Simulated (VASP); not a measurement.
The system is Sn2Te.

```
Sn Te
1.0
     4.07240    0.00000    0.00000
    -2.03620    3.52680    0.00000
     0.00000    0.00000    6.90359
Sn Te
2 1
Direct
  0.66667 0.33333 0.71756
  0.33333 0.66667 0.28244
  0.00000 0.00000 0.50000
```

The cell was generated, and may not be a known phase.

| Property | Result |
| --- | --- |
| Program | VASP 6.6.1 |
| Task | relaxation of cell and atoms |
| Functional | PBE |
| Potentials or basis | VASP PAW PBE potentials, release 64 (Sn_d, Te) |
| Cutoff | 600 eV |
| k mesh | 6 × 6 × 3 |
| Occupations | gaussian, width 0.2 eV |
| Spin | no spin polarisation |

At the start: pressure 13.4 GPa; volume 33.05 Å³/atom.

Problem. How do energy, volume and symmetry change on relaxing?

Solution. Over 20 steps the energy falls by 774.1 meV/atom and the volume is 30.70 Å³/atom (-7.1 %); space group P-3m1 (No. 164, to 0.1 Å) before and after.

The path:
```tsv
step	energy change (eV)	largest force (eV/Å)	pressure (GPa)	volume (Å³)
1	0.0000	3.5005	13.41	99.15
2	-1.0576	0.0262	-3.75	144.37
3	-1.2861	0.8077	-0.99	127.15
4	-1.2859	0.8435	-0.84	126.54
5	-1.3889	0.8280	-0.93	123.68
6	-1.6529	0.5808	-1.11	115.14
7	-1.7824	0.0293	-1.07	98.37
8	-1.8119	0.0200	-1.30	102.73
9	-1.8625	0.4466	2.29	92.07
10	-1.8674	0.3445	1.38	94.28
11	-1.9966	0.3957	1.52	92.81
12	-2.2089	0.3968	3.82	86.91
13	-2.2923	0.1561	0.88	91.14
14	-2.3053	0.0697	-0.26	93.26
15	-2.3060	0.0459	-0.56	93.86
16	-2.3106	0.0392	-0.56	93.80
17	-2.3201	0.0114	-0.52	93.57
18	-2.3208	0.0525	-0.43	93.44
19	-2.3208	0.0361	-0.46	93.49
20	-2.3223	0.0018	0.17	92.09
```

Final structure:
```
Sn Te
1.0
     4.28900    0.00000    0.00000
    -2.14450    3.71439    0.00000
     0.00000    0.00000    5.78051
Sn Te
2 1
Direct
  0.66667 0.33333 0.84494
  0.33333 0.66667 0.15505
  0.00000 0.00000 0.50000
```

Caveat: a cell axis changed by over 15 % at a fixed basis, so the end point is rough.
